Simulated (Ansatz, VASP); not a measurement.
# One calculation of Ru5C, two programs

```
Ru C
1.0
     2.67406    0.00000    0.00000
    -1.33703    2.31580    0.00000
     0.00000    0.00000   25.39992
Ru C
5 1
Direct
  0.66667 0.33333 0.15748
  0.33333 0.66667 0.24068
  0.66667 0.33333 0.32402
  0.33333 0.66667 0.40785
  0.66667 0.33333 0.48819
  0.66667 0.33333 0.55433
```

Alike in both runs: task single point; functional LDA; k mesh 12 × 12 × 1; occupations gaussian, width 0.1 eV; collinear spin.

|  | VASP | Ansatz |
| --- | --- | --- |
| version | VASP 6.6.1 | Ansatz 0.2.0 |
| potentials or method | VASP PAW LDA potentials, release 64 (Ru_pv, C), cutoff 520 eV | scalar-relativistic, plane waves, PAW |
| valence electrons in the cell | 74 | 84 |

Ansatz gave:

```
gap on the k mesh at the Fermi level (eV) : none
rms of the force components (eV/Å)        : 0.725
net moment per atom (μB)                  : 0.00
```

Problem. Which values does VASP return?

Solution. gap on the k mesh at the Fermi level (eV): none; rms of the force components (eV/Å): 0.751; net moment per atom (μB): 0.00.

Ansatz warns that its potentials were made for another functional, while VASP's fit it. LDA's correlation is that of Perdew and Zunger in VASP and of Perdew and Wang (1992) in Ansatz. Atom by atom the forces differ by 0.152 eV/Å (rms over components). A gap of «none» marks a metal or a gap that the smearing closes. VASP's potentials hold 74 valence electrons a cell and Ansatz's 84, so a difference there can come from the potentials and not from the codes. Ansatz's warnings: seeded moment not kept.
